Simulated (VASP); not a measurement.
# HfPd2N4 (Fd-3m) in VASP: a series of runs, part 2 of 2

VASP 6.6.1.

## 3. Single point, PBE

This run uses another cell than the first one, of 12.02 Å³/atom.

INCAR

```
SYSTEM = HfPd2N4
ALGO = Normal
EDIFF = 1E-7
ENCUT = 520
GGA = PE
ISIF = 2
ISMEAR = 0
LASPH = .TRUE.
LCHARG = .FALSE.
LREAL = .FALSE.
LWAVE = .FALSE.
NBANDS = 63
NELM = 100
PREC = Accurate
SIGMA = 0.1
```

KPOINTS

```
k-points
0
G
  4 4 4
  0 0 0
```

POSCAR

```
HfPd2N4
1.0
    0.0000000000      4.3823397722      4.3823397722
    4.3823397722      0.0000000000      4.3823397722
    4.3823397722      4.3823397722      0.0000000000
Hf Pd N
2 4 8
Direct
    0.0000000000      0.0000000000      1.0000000000
    0.2500000000      0.2500000000      0.2500000000
    0.1250000000      0.6250000000      0.6250000000
    0.6250000000      0.1250000000      0.6250000000
    0.6250000000      0.6250000000      0.1250000000
    0.6250000000      0.6250000000      0.6250000000
    0.8634765595      0.4095703215      0.8634765595
    0.4095703215      0.8634765595      0.8634765595
    0.8634765595      0.8634765595      0.4095703215
    0.8634765595      0.8634765595      0.8634765595
    0.3865234405      0.8404296785      0.3865234405
    0.8404296785      0.3865234405      0.3865234405
    0.3865234405      0.3865234405      0.3865234405
    0.3865234405      0.3865234405      0.8404296785
```

Potentials or basis: VASP PAW PBE potentials, release 64 (Hf_pv, Pd, N).

Run with:

```console
$ cat potpaw_PBE.64/Hf_pv/POTCAR potpaw_PBE.64/Pd/POTCAR potpaw_PBE.64/N/POTCAR > POTCAR
$ mpirun -np 1 vasp_std > vasp.out
```

OUTCAR:

```text
SYSTEM = HfPd2N4
   EDIFF = 1E-7
   ENCUT = 520
   GGA = PE
   ISIF = 2
   ISMEAR = 0
   LASPH = .TRUE.
   LREAL = .FALSE.
   NELM = 100
   PREC = Accurate

 ion  position               nearest neighbor table
   1  0.000  0.000  0.000-   7 2.07   8 2.07   9 2.07  10 2.07   3 3.63   4 3.63   4 3.63   5 3.63
                             3 3.63   5 3.63   4 3.63   5 3.63   6 3.63   6 3.63   6 3.63   3 3.63
   2  0.250  0.250  0.250-  11 2.07  12 2.07  13 2.07  14 2.07   3 3.63   4 3.63   3 3.63   5 3.63
                             4 3.63   5 3.63   3 3.63   4 3.63   6 3.63   5 3.63   6 3.63   6 3.63
   3  0.125  0.625  0.625-   7 2.10   9 2.10  10 2.10  11 2.10  13 2.10  14 2.10   6 3.10   5 3.10
                             4 3.10   4 3.10   5 3.10   6 3.10   2 3.63   1 3.63   2 3.63   1 3.63
   4  0.625  0.125  0.625-   8 2.10   9 2.10  10 2.10  12 2.10  13 2.10  14 2.10   6 3.10   5 3.10
                             3 3.10   5 3.10   6 3.10   3 3.10   1 3.63   2 3.63   1 3.63   2 3.63
   5  0.625  0.625  0.125-   7 2.10   8 2.10  10 2.10  11 2.10  12 2.10  13 2.10   6 3.10   3 3.10
                             4 3.10   6 3.10   4 3.10   3 3.10   1 3.63   2 3.63   1 3.63   2 3.63
   6  0.625  0.625  0.625-   7 2.10   8 2.10   9 2.10  11 2.10  12 2.10  14 2.10   3 3.10   4 3.10
                             5 3.10   5 3.10   4 3.10   3 3.10   1 3.63   2 3.63   1 3.63   2 3.63
   7  0.863  0.410  0.863-   1 2.07   3 2.10   5 2.10   6 2.10
   8  0.410  0.863  0.863-   1 2.07   4 2.10   5 2.10   6 2.10
   9  0.863  0.863  0.410-   1 2.07   3 2.10   4 2.10   6 2.10
  10  0.863  0.863  0.863-   1 2.07   3 2.10   4 2.10   5 2.10
  11  0.387  0.840  0.387-   2 2.07   3 2.10   5 2.10   6 2.10
  12  0.840  0.387  0.387-   2 2.07   4 2.10   5 2.10   6 2.10
  13  0.387  0.387  0.387-   2 2.07   3 2.10   4 2.10   5 2.10
  14  0.387  0.387  0.840-   2 2.07   3 2.10   4 2.10   6 2.10

  LATTYP: Found a face centered cubic cell.
 ALAT       =     8.7646795444

  Lattice vectors:

 A1 = (   0.0000000000,   4.3823397722,   4.3823397722)
 A2 = (   4.3823397722,   0.0000000000,   4.3823397722)
 A3 = (   4.3823397722,   4.3823397722,   0.0000000000)

Analysis of symmetry for initial positions (statically):
=====================================================================
 Subroutine PRICEL returns:
 Original cell was already a primitive cell.

 Routine SETGRP: Setting up the symmetry group for a
 face centered cubic supercell.

 Subroutine GETGRP returns: Found 48 space group operations
 (whereof 24 operations were pure point group operations)
 out of a pool of 48 trial point group operations.

The static configuration has the point symmetry T_d .
 The point group associated with its full space group is O_h .

Analysis of symmetry for dynamics (positions and initial velocities):
=====================================================================
 Subroutine PRICEL returns:
 Original cell was already a primitive cell.

 Routine SETGRP: Setting up the symmetry group for a
 face centered cubic supercell.

 Subroutine GETGRP returns: Found 48 space group operations
 (whereof 24 operations were pure point group operations)
 out of a pool of 48 trial point group operations.

The dynamic configuration has the point symmetry T_d .
 The point group associated with its full space group is O_h .

 Subroutine INISYM returns: Found 48 space group operations
 (whereof 24 operations are pure point group operations),
 and found     1 'primitive' translations

----------------------------------------------------------------------------------------
[... 93 lines left out ...]
   ICHARG =      2    charge: 1-file 2-atom 10-const
   ISPIN  =      1    spin polarized calculation?
   LNONCOLLINEAR =      F non collinear calculations
   LSORBIT =      F    spin-orbit coupling
   LASPH  =      T    aspherical Exc in radial PAW
   ENCUT  =  520.0 eV  38.22 Ry    6.18 a.u.  11.52 11.52 11.52*2*pi/ulx,y,z
   NELM   =    100;   NELMIN=  2; NELMDL= -5     # of ELM steps
   EDIFF  = 0.1E-06   stopping-criterion for ELM
   LREAL  =      F    real-space projection
   EDIFFG = 0.1E-05   stopping-criterion for IOM
   NSW    =      0    number of steps for IOM
   IBRION =     -1    ionic relax: 0-MD 1-quasi-New 2-CG
   NFREE  =      0    steps in history (QN), initial steepest desc. (CG)
   ISIF   =      2    stress and relaxation
   ISYM   =      2    0-nonsym 1-usesym 2-fastsym
   POTIM  = 0.5000    time-step for ionic-motion
   TEBEG  =    0.0;   TEEND  =   0.0 temperature during run
   PSTRESS=    0.0 pullay stress
   NELECT =     100.0000    total number of electrons
   NUPDOWN=      -1.0000    fix difference up-down
   EMIN   =  10.00;   EMAX   =-10.00  energy-range for DOS
   EFERMI =   0.00;   METHOD = LEGACY
   ISMEAR =     0;   SIGMA  =   0.10  broadening in eV -4-tet -1-fermi 0-gaus
   EFERMI_NEDOS =   21; number of points for ismear=-14 and -15
   IALGO  =     38    algorithm
   IMIX   =      4    mixing-type and parameters
     AMIX     =   0.40;   BMIX     =  1.00
     AMIX_MAG =   1.60;   BMIX_MAG =  1.00
  volume/ion in A,a.u.               =      12.02        81.14
  Fermi-wavevector in a.u.,A,eV,Ry     =   1.376233  2.600704 25.769687  1.894019
  Thomas-Fermi vector in A             =   2.501497
   LORBIT       =      0    0 simple, 1 ext, 2 COOP (PROOUT), +10 PAW based schemes
   GGA     = PE    functional components
   LHFCALC =     F    Hartree Fock is set to
   AEXX    =    0.0000 exact exchange contribution
   IVDW    =     0    specifies the selected vdW correction
   LEPSILON=     F    determine dielectric tensor
   LRPA    =     F    only Hartree local field effects (RPA)
 non-spin polarized calculation
 Gauss-broadening in eV      SIGMA  =   0.10
  energy-cutoff  :      520.00
  volume of cell :      168.32
 maximum number of plane-waves:      4573
 NGX is ok and might be reduce to    48
   NGX = 23   NGY = 23   NGZ = 23

 number of electron     100.0000020 magnetization

 Free energy of the ion-electron system (eV)
  ---------------------------------------------------
  ext. energy  EPLUGINS =         0.00000000
  ---------------------------------------------------
  free energy    TOTEN  =      -104.57668592 eV

  energy without entropy =     -104.57668592  energy(sigma->0) =     -104.57668592

 E-fermi :   6.5875     XC(G=0): -11.8064

 val. band max:        6.0353337238   @ k =   0.5000   0.5000   0.0000
 cond. band min:       7.1633701845   @ k =   0.5000   0.5000   0.0000
 fundamental gap:      1.1280364607
 Fermi energy:         6.5875147509

 k-point     1 :       0.0000    0.0000    0.0000
  band No.  band energies     occupation
      1     -23.9245      2.00000
      2     -23.9245      2.00000
      3     -23.9245      2.00000
      4     -23.8929      2.00000
      5     -23.8929      2.00000
      6     -23.8929      2.00000
[... 509 lines left out ...]
     61      11.3981      0.00000
     62      11.3990      0.00000
 [bands above 62 left out]

------------------------ aborting loop because EDIFF is reached ----------------------------------------

  FORCE on cell =-STRESS in cart. coord.  units (eV):
  Direction    XX          YY          ZZ          XY          YZ          ZX
  --------------------------------------------------------------------------------------
  -------------------------------------------------------------------------------------
  Total       -0.6345792     -0.6345792     -0.6345792     -0.0000000     -0.0000000     -0.0000000
  in kB       -6.0401580     -6.0401580     -6.0401580     -0.0000000     -0.0000000     -0.0000000
  external PRESSURE =      -6.0401580 kB  Pullay stress =       0.0000000 kB

 VOLUME and BASIS-vectors are now :
 -----------------------------------------------------------------------------
  energy-cutoff  :      520.00
  volume of cell :      168.32
      direct lattice vectors                 reciprocal lattice vectors
     0.000000000  4.382339772  4.382339772    -0.114094303  0.114094303  0.114094303
     4.382339772  0.000000000  4.382339772     0.114094303 -0.114094303  0.114094303
     4.382339772  4.382339772  0.000000000     0.114094303  0.114094303 -0.114094303

 POSITION                                       TOTAL-FORCE (eV/Angst)
 -----------------------------------------------------------------------------------
      0.00000      0.00000      0.00000         0.000000      0.000000      0.000000
      2.19117      2.19117      2.19117         0.000000      0.000000      0.000000
      5.47792      3.28675      3.28675         0.000000      0.000000      0.000000
      3.28675      5.47792      3.28675         0.000000      0.000000      0.000000
      3.28675      3.28675      5.47792         0.000000      0.000000      0.000000
      5.47792      5.47792      5.47792         0.000000      0.000000      0.000000
      5.57892      7.56810      5.57892        -0.030115      0.030115     -0.030115
      7.56810      5.57892      5.57892         0.030115     -0.030115     -0.030115
      5.57892      5.57892      7.56810        -0.030115     -0.030115      0.030115
      7.56810      7.56810      7.56810         0.030115      0.030115      0.030115
      5.37693      3.38775      5.37693         0.030115     -0.030115      0.030115
      3.38775      5.37693      5.37693        -0.030115      0.030115      0.030115
      3.38775      3.38775      3.38775        -0.030115     -0.030115     -0.030115
      5.37693      5.37693      3.38775         0.030115      0.030115     -0.030115
 -----------------------------------------------------------------------------------
    total drift:                                0.000000      0.000000     -0.000000

  FREE ENERGIE OF THE ION-ELECTRON SYSTEM (eV)
  ---------------------------------------------------
  free  energy   TOTEN  =      -104.5766859172 eV

  energy  without entropy=     -104.5766859172  energy(sigma->0) =     -104.57668592
```

It took 2.9 min on 1 thread of Intel Xeon Platinum 8375C at 2.90GHz (Ice Lake), shared host; peak memory 0.35 GiB.

Results:

| Property | Result |
| --- | --- |
| Free energy | -104.5767 eV |
| Pressure | -0.6 GPa |
| Largest force | 0.052 eV/Å |
| Band gap on the k mesh | 1.13 eV |

Forces on the atoms (eV/Å):
```
Hf   0.000  0.000  0.000
Hf   0.000  0.000  0.000
Pd   0.000  0.000  0.000
Pd   0.000  0.000  0.000
Pd   0.000  0.000  0.000
Pd   0.000  0.000  0.000
N   -0.030  0.030 -0.030
N    0.030 -0.030 -0.030
N   -0.030 -0.030  0.030
N    0.030  0.030  0.030
N    0.030 -0.030  0.030
N   -0.030  0.030  0.030
N   -0.030 -0.030 -0.030
N    0.030  0.030 -0.030
```

Caveat: spin-orbit coupling is left out, which moves the levels of the heavy elements.

## 4. Relaxation of cell and atoms, PBE

This run uses another cell than the first one, of 12.29 Å³/atom.

INCAR

```
PREC = Accurate
ENCUT = 600
EDIFF = 1E-6
ISMEAR = 0
SIGMA = 0.15
LREAL = F
LASPH = T
NELM = 80
ALGO = Normal
ISIF = 3
LWAVE = F
LCHARG = F
GGA = PE
IBRION = 2
NSW = 36
EDIFFG = -0.08
```

KPOINTS

```
Automatic mesh
0
Gamma
  3 3 3
```

POSCAR

```
HfPd2N4
1.0
    0.0000000000      4.4150000000      4.4150000000
    4.4150000000      0.0000000000      4.4150000000
    4.4150000000      4.4150000000      0.0000000000
Hf Pd N
2 4 8
Direct
    0.5000000000      0.5000000000      0.5000000000
    0.7500000000      0.7500000000      0.7500000000
    0.6250000000      0.1250000000      0.1250000000
    0.1250000000      0.6250000000      0.1250000000
    0.1250000000      0.1250000000      0.6250000000
    0.1250000000      0.1250000000      0.1250000000
    0.3650000000      0.9050000000      0.3650000000
    0.9050000000      0.3650000000      0.3650000000
    0.3650000000      0.3650000000      0.9050000000
    0.3650000000      0.3650000000      0.3650000000
    0.8850000000      0.3450000000      0.8850000000
    0.3450000000      0.8850000000      0.8850000000
    0.8850000000      0.8850000000      0.8850000000
    0.8850000000      0.8850000000      0.3450000000
```

Run with:

```console
$ cat potpaw_PBE.64/Hf_pv/POTCAR potpaw_PBE.64/Pd/POTCAR potpaw_PBE.64/N/POTCAR > POTCAR
$ mpirun -np 1 vasp_std > vasp.out
```

It took 6.8 min on 1 thread of Intel Xeon Platinum 8375C at 2.90GHz (Ice Lake), shared host; peak memory 0.39 GiB.

It converged, with:

```
Free energy                           : -104.6004 eV
Relaxed volume                        : 11.99 Å³/atom
Relaxed cell                          : a = 6.191 Å, b = 6.191 Å, c = 6.191 Å, α = 60.00°, β = 60.00°, γ = 60.00°
Space group after relaxing (to 0.1 Å) : Fd-3m (No. 227)
Energy gained by relaxing             : 8.9 meV/atom
Ionic steps                           : 5
Pressure after relaxing               : 0.0 GPa
Band gap on the k mesh                : 1.43 eV
```

Forces on the atoms (eV/Å):
```
Hf   0.000  0.000  0.000
Hf   0.000  0.000  0.000
Pd   0.000  0.000  0.000
Pd   0.000  0.000  0.000
Pd   0.000  0.000  0.000
Pd   0.000  0.000  0.000
N    0.001 -0.001  0.001
N   -0.001  0.001  0.001
N    0.001  0.001 -0.001
N   -0.001 -0.001 -0.001
N   -0.001  0.001 -0.001
N    0.001 -0.001 -0.001
N    0.001  0.001  0.001
N   -0.001 -0.001  0.001
```

The path:
```tsv
step	energy change (eV)	largest force (eV/Å)	pressure (GPa)	volume (Å³)
1	0.0000	0.6005	-5.03	172.12
2	-0.0059	0.2063	7.28	162.67
3	-0.1161	0.2217	0.81	167.21
4	-0.1219	0.1102	-0.41	168.10
5	-0.1240	0.0021	0.00	167.80
```

Final structure:
```cif
data_structure
_symmetry_space_group_name_H-M 'P 1'
_symmetry_Int_Tables_number 1
_cell_length_a 6.1911
_cell_length_b 6.1911
_cell_length_c 6.1911
_cell_angle_alpha 60.000
_cell_angle_beta 60.000
_cell_angle_gamma 60.000
_cell_volume 167.80
loop_
_atom_site_label
_atom_site_type_symbol
_atom_site_fract_x
_atom_site_fract_y
_atom_site_fract_z
_atom_site_occupancy
Hf1 Hf 0.50000 0.50000 0.50000 1
Hf2 Hf 0.75000 0.75000 0.75000 1
Pd1 Pd 0.62500 0.12500 0.12500 1
Pd2 Pd 0.12500 0.62500 0.12500 1
Pd3 Pd 0.12500 0.12500 0.62500 1
Pd4 Pd 0.12500 0.12500 0.12500 1
N1 N 0.36356 0.90931 0.36356 1
N2 N 0.90931 0.36356 0.36356 1
N3 N 0.36356 0.36356 0.90931 1
N4 N 0.36356 0.36356 0.36356 1
N5 N 0.88644 0.34069 0.88644 1
N6 N 0.34069 0.88644 0.88644 1
N7 N 0.88644 0.88644 0.88644 1
N8 N 0.88644 0.88644 0.34069 1
```

Levels at points of the mesh, in eV from the valence-band top:
| k point | band 48 | band 49 | band 50 | band 51 | band 52 | band 53 |
| --- | --- | --- | --- | --- | --- | --- |
| (0.00, 0.00, 0.00) | -0.63 | -0.63 | -0.63 | 1.80 | 1.80 | 1.80 |

Caveat: spin-orbit coupling is left out, which moves the levels of the heavy elements; an odd mesh through Γ misses points on the zone boundary, where band edges can lie.

## 5. Single point, PBE

This run uses another cell than the first one, of 12.02 Å³/atom.

INCAR

```
PREC = Accurate ; ENCUT = 520
EDIFF = 1E-6 ; ISMEAR = 0
SIGMA = 0.02 ; LREAL = F
LASPH = T ; NELM = 100
ALGO = Normal ; ISIF = 2
LWAVE = F ; LCHARG = F
GGA = PE ; NBANDS = 63
```

KPOINTS

```
regular mesh
0
Gamma
  6 6 6
```

POSCAR

```
HfPd2N4
1.0
    0.0000000000      4.3823397722      4.3823397722
    4.3823397722      0.0000000000      4.3823397722
    4.3823397722      4.3823397722      0.0000000000
Hf Pd N
2 4 8
Direct
    0.0000000000      0.0000000000      0.0000000000
    0.2500000000      0.2500000000      0.2500000000
    0.1250000000      0.6250000000      0.6250000000
    0.6250000000      0.1250000000      0.6250000000
    0.6250000000      0.6250000000      0.1250000000
    0.6250000000      0.6250000000      0.6250000000
    0.8634765595      0.4095703215      0.8634765595
    0.4095703215      0.8634765595      0.8634765595
    0.8634765595      0.8634765595      0.4095703215
    0.8634765595      0.8634765595      0.8634765595
    0.3865234405      0.8404296785      0.3865234405
    0.8404296785      0.3865234405      0.3865234405
    0.3865234405      0.3865234405      0.3865234405
    0.3865234405      0.3865234405      0.8404296785
```

Run with:

```console
$ cat potpaw_PBE.64/Hf_pv/POTCAR potpaw_PBE.64/Pd/POTCAR potpaw_PBE.64/N/POTCAR > POTCAR
$ mpirun -np 1 vasp_std > vasp.out
```

It took 4.9 min on 1 thread of Intel Xeon Platinum 8375C at 2.90GHz (Ice Lake), shared host; peak memory 0.4 GiB.

The run converged. Its results:

| Quantity | Value |
| --- | --- |
| Free energy | -104.5775 eV |
| Pressure | -0.6 GPa |
| Largest force | 0.051 eV/Å |
| Band gap on the k mesh | 1.13 eV |

Forces in eV/Å, atoms in the order of the input:
```
Hf   0.000  0.000  0.000
Hf   0.000  0.000  0.000
Pd   0.000  0.000  0.000
Pd   0.000  0.000  0.000
Pd   0.000  0.000  0.000
Pd   0.000  0.000  0.000
N   -0.030  0.030 -0.030
N    0.030 -0.030 -0.030
N   -0.030 -0.030  0.030
N    0.030  0.030  0.030
N    0.030 -0.030  0.030
N   -0.030  0.030  0.030
N   -0.030 -0.030 -0.030
N    0.030  0.030 -0.030
```

Levels at points of the mesh, in eV from the valence-band top:
```
           k point  band 46  band 47  band 48  band 49  band 50  band 51  band 52  band 53  band 54  band 55
(0.00, 0.00, 0.00)    -0.83    -0.83    -0.71    -0.71    -0.71     1.70     1.70     1.70     1.78     1.78
(0.50, 0.00, 0.00)    -0.74    -0.74    -0.44    -0.44    -0.19     1.53     1.53     1.57     1.57     2.62
(0.50, 0.50, 0.00)    -0.73    -0.51    -0.51     0.00     0.00     1.13     1.13     1.61     1.61     2.34
```

Caveat: spin-orbit coupling is left out, which moves the levels of the heavy elements.

## 6. The runs side by side

| task | cell | k mesh | cutoff (eV) | smearing | gap on the mesh (eV) | pressure (GPa) | largest force (eV/Å) |
| --- | --- | --- | --- | --- | --- | --- | --- |
| single point | a = 6.204 Å, angles 60.0°, 14 atoms, atomic positions A | 3 × 3 × 3 | 520 | gaussian 0.15 eV | 1.41 | -1.3 | 0.06 |
| single point | a = 6.198 Å, angles 60.0°, 14 atoms, atomic positions B | 4 × 4 × 4 | 520 | gaussian 0.1 eV | 1.13 | -0.6 | 0.05 |
| relaxation of cell and atoms | relaxed from a = 6.244 Å, angles 60.0°, 14 atoms, atomic positions C | 3 × 3 × 3 | 600 | gaussian 0.15 eV | 1.43 | 0.0 | - |
| single point | a = 6.198 Å, angles 60.0°, 14 atoms, atomic positions B | 6 × 6 × 6 | 520 | gaussian 0.02 eV | 1.13 | -0.6 | 0.05 |

Alike in all rows: level PBE; potentials or basis VASP PAW PBE potentials, release 64 (Hf_pv, Pd, N); no spin polarisation.

Caveats: spin-orbit coupling is left out, which moves the levels of the heavy elements; an odd mesh through Γ misses points on the zone boundary, where band edges can lie (at least some runs).

Absolute energies hang on the potentials; compare differences alone.
